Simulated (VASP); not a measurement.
Ti: electric field gradients with LDA

Crystal: Ti.

```
Ti
1.0
     0.00000    2.03000    2.00970
     2.03000    0.00000    2.00970
     2.03000    2.03000    0.00000
Ti
1
Direct
  0.00000 0.00000 0.00000
```

This cell differs from its parent crystal: zz strain of -1 %.

* Program: VASP 6.6.1
* Task: electric field gradients
* Functional: LDA
* Potentials or basis: VASP PAW LDA potentials, release 64 (Ti_sv)
* Cutoff: 400 eV
* k mesh: 15 × 15 × 15
* Occupations: fermi-dirac, width 0.05 eV
* Spin: no spin polarisation
* Dipole correction: no
* Further INCAR settings: ALGO = Normal; EDIFF = 1e-08; NBANDS = 12

```json
{
  "Pressure": "-4.6 GPa",
  "Band gap on the k mesh": "zero (bands 6 and 7 overlap by 1.15 eV)",
  "Largest electric field gradient by atom": "Ti +0.6 V/Å²"
}
```

Stress tensor (GPa, compression positive):
```
-4.76  0.00  0.00
 0.00 -4.76  0.00
 0.00  0.00 -4.36
```

Levels at points of the mesh, in eV from the Fermi level:
| k point | band 3 | band 4 | band 5 | band 6 | band 7 | band 8 | band 9 | band 10 |
| --- | --- | --- | --- | --- | --- | --- | --- | --- |
| (0.00, 0.00, 0.00) | -32.12 | -32.12 | -6.10 | 0.84 | 0.84 | 0.92 | 2.53 | 2.63 |

Electric field gradients, principal values (V/Å²):
| atom | least | middle | greatest (by size) |
| --- | --- | --- | --- |
| 1 Ti | -0.311 | -0.312 | 0.623 |

It took 52 s on 1 thread of Intel(R) Xeon(R) Platinum 8259CL CPU @ 2.50GHz (Skylake/Cascade Lake), with other jobs on the host, peak memory 0.15 GiB.

Caveat: the cell differs from its parent crystal (zz strain of -1 %); the cell stands under tension; without QUAD_EFG the Cq values of the log hold for a quadrupole moment of 1 mb, not for the nuclei.
